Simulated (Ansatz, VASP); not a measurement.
Two plane-wave programs on TiCo

```xyz
2
Lattice="2.9252 0.0000 0.0000 0.0000 2.9252 0.0000 0.0000 0.0000 2.9252" Properties=species:S:1:pos:R:3 pbc="T T T"
Co    1.4626    1.4626    1.4626
Ti    0.0000    0.0000    0.0000
```

Alike in both runs: task single point; functional LDA; k mesh 9 × 9 × 9; occupations fermi-dirac, width 0.05 eV; collinear spin.

```csv
,VASP,Ansatz
version,VASP 6.6.1,Ansatz 0.2.0
potentials or method,"VASP PAW LDA potentials, release 64 (Co, Ti_sv)",Ansatz PAW
plane-wave cutoff (eV),520,420
valence electrons in the cell,21,29
```

|  | VASP | Ansatz | Ansatz less VASP |
| --- | --- | --- | --- |
| gap on the k mesh at the Fermi level (eV) | none | none | - |
| pressure (GPa) | -4.7 | -4.5 | +0.27 |
| net moment per atom (μB) | 0.20 | 0.22 | +0.021 |
| size of the moment on the site where the two differ most (μB) | 0.39 | 0.45 | +0.061 |

LDA's correlation is that of Perdew and Zunger in VASP and of Perdew and Wang (1992) in Ansatz. Site moments also hang on the region over which each program counts them. A gap of «none» marks a metal or a gap that the smearing closes. VASP's potentials hold 21 valence electrons a cell and Ansatz's 29, so a difference there can come from the potentials and not from the codes.
